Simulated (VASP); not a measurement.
Write the native input for VASP 6.6.1 that does the following.

* Task: single point
* Functional: PBE
* Potentials or basis: VASP PAW PBE potentials, release 64 (Hf_pv)
* Cutoff: 520 eV
* k mesh: 16 × 16 × 8
* Occupations: gaussian, width 0.05 eV
* Spin: no spin polarisation
* Dipole correction: no
* Further INCAR settings: ALGO = Fast; EDIFF = 1e-06; NBANDS = 17

The structure of Hf lies in POSCAR:

```
Hf
1.0
    3.2054180860      0.0000000000      0.0000000000
   -1.6027090430      2.7759734922      0.0000000000
    0.0000000000      0.0000000000      5.0675416313
Hf
2
Direct
    0.3333333333      0.6666666667      0.7500000000
    0.6666666667      0.3333333333      0.2500000000
```

One way to write it, as run:

INCAR

```
PREC = Accurate ; ENCUT = 520
EDIFF = 1E-6 ; ISMEAR = 0
SIGMA = 0.05 ; LREAL = F
LASPH = T ; NELM = 100
ALGO = Fast ; ISIF = 2
LWAVE = F ; LCHARG = F
GGA = PE ; NBANDS = 17
```

KPOINTS

```
regular mesh
0
Gamma
  16 16 8
```

Potentials or basis: VASP PAW PBE potentials, release 64 (Hf_pv).

The run is started by

```bash
$ cat potpaw_PBE.64/Hf_pv/POTCAR > POTCAR
$ mpirun -np 1 vasp_std > vasp.out
```

Results of the run:

```
Pressure               : -0.4 GPa
Band gap on the k mesh : zero (band 10 reaches 6.04 eV, above the bottom of band 11 at 4.52 eV)
```

Caveat: spin-orbit coupling is left out, which moves the levels of the heavy elements.

It took 38 s on 1 thread of Intel(R) Xeon(R) 6975P-C (Granite Rapids), on a shared host, peak memory 0.22 GiB.
